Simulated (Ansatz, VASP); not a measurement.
Two plane-wave programs on Al3Cu2

```xyz
5
Lattice="4.0986 0.0000 0.0000 -2.0493 3.5495 0.0000 0.0000 0.0000 4.9821" Properties=species:S:1:pos:R:3 pbc="T T T"
Al    0.0000    0.0000    0.0000
Al    0.0000    2.3063    1.7512
Al    2.0493    1.1832    3.2309
Cu    0.0000    2.3663    4.1964
Cu    2.0493    1.1832    0.7857
```

Alike in both runs: task single point; functional PBEsol; k mesh 12 × 12 × 10; occupations gaussian, width 0.15 eV; no spin polarisation.

```csv
,VASP,Ansatz
version,VASP 6.6.1,Ansatz 0.2.0
potentials or method,"VASP PAW PBE potentials, release 64 (Al, Cu), cutoff 520 eV","scalar-relativistic, plane waves, PAW"
valence electrons in the cell,31,47
```

|  | VASP | Ansatz | Ansatz less VASP |
| --- | --- | --- | --- |
| gap on the k mesh at the Fermi level (eV) | none | none | - |
| pressure (GPa) | 0.4 | 0.0 | -0.33 |
| traceless stress, the component that is largest in VASP (GPa) | -0.57 | -0.54 | +0.023 |
| rms of the force components (eV/Å) | 0.085 | 0.085 | -0.0001 |

VASP's potentials were made for PBE, not for PBEsol. Atom by atom the forces differ by 0.002 eV/Å (rms over components). A gap of «none» marks a metal or a gap that the smearing closes. VASP's potentials hold 31 valence electrons a cell and Ansatz's 47, so a difference there can come from the potentials and not from the codes.
